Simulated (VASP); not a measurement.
**Cu: single point with BLYP**

The system is Cu.

```
Cu
1.0
     2.68541    0.00000    0.00000
    -1.34270    2.32563    0.00000
     0.00000    0.00000    4.40182
Cu
2
Direct
  0.33333 0.66667 0.25000
  0.66667 0.33333 0.75000
```

This isn't the form of Cu at room conditions, which is fcc.

```
Program             : VASP 6.6.1
Task                : single point
Functional          : BLYP
Potentials or basis : VASP PAW PBE potentials, release 64 (Cu)
Cutoff              : 520 eV
k mesh              : 15 × 15 × 8
Occupations         : fermi-dirac, width 0.1 eV
Spin                : no spin polarisation
```

```json
{
 "Pressure": "-6.8 GPa",
 "Band gap on the k mesh": "zero (bands 11 and 12 overlap by 5.67 eV)"
}
```

Stress tensor (GPa, compression positive):
```
-7.16  0.00  0.00
 0.00 -7.16  0.00
 0.00  0.00 -6.09
```

Levels at points of the mesh, in eV from the Fermi level:
```csv
k point,band 7,band 8,band 9,band 10,band 11,band 12,band 13,band 14,band 15,band 16
"(0.00, 0.00, 0.00)",-2.57,-2.33,-2.33,-1.74,-1.74,-0.51,2.86,19.36,19.36,20.50
"(0.00, 0.00, 0.50)",-2.76,-2.76,-1.92,-1.92,-1.92,-1.92,11.12,11.12,21.05,21.05
```

Run time: 79 s on 1 thread of Intel Xeon 8259CL (shared host), peak memory 0.18 GiB.

Caveat: the cell stands under tension; the PAW data sets were made with another functional, which shifts forces and pressure a little.
